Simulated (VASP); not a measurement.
Input of a VASP 6.6.1 run:

File INCAR:

```
SYSTEM = Nb
PREC = Accurate
ENCUT = 520
EDIFF = 1E-6
ISMEAR = -1
SIGMA = 0.1
LREAL = .False.
LASPH = .True.
NELM = 100
ALGO = Normal
ISIF = 2
LWAVE = .False.
LCHARG = .False.
GGA = PE
NBANDS = 12
```

The input KPOINTS:

```
Automatic mesh
0
Gamma
  16 16 16
  0 0 0
```

POSCAR

```
Nb
1.0
    2.6083867888      0.0000000000      0.0000000000
    0.0000000000      2.6083867888      0.0000000000
    0.0000000000      0.0000000000      2.6083867888
Nb
1
Direct
    0.0000000000      0.0000000000      0.0000000000
```

Potentials or basis: VASP PAW PBE potentials, release 64 (Nb_sv).

Command:

```sh
$ cat potpaw_PBE.64/Nb_sv/POTCAR > POTCAR
$ mpirun -np 1 vasp_std > vasp.out
```

Estimate the pressure.

20.9 GPa.
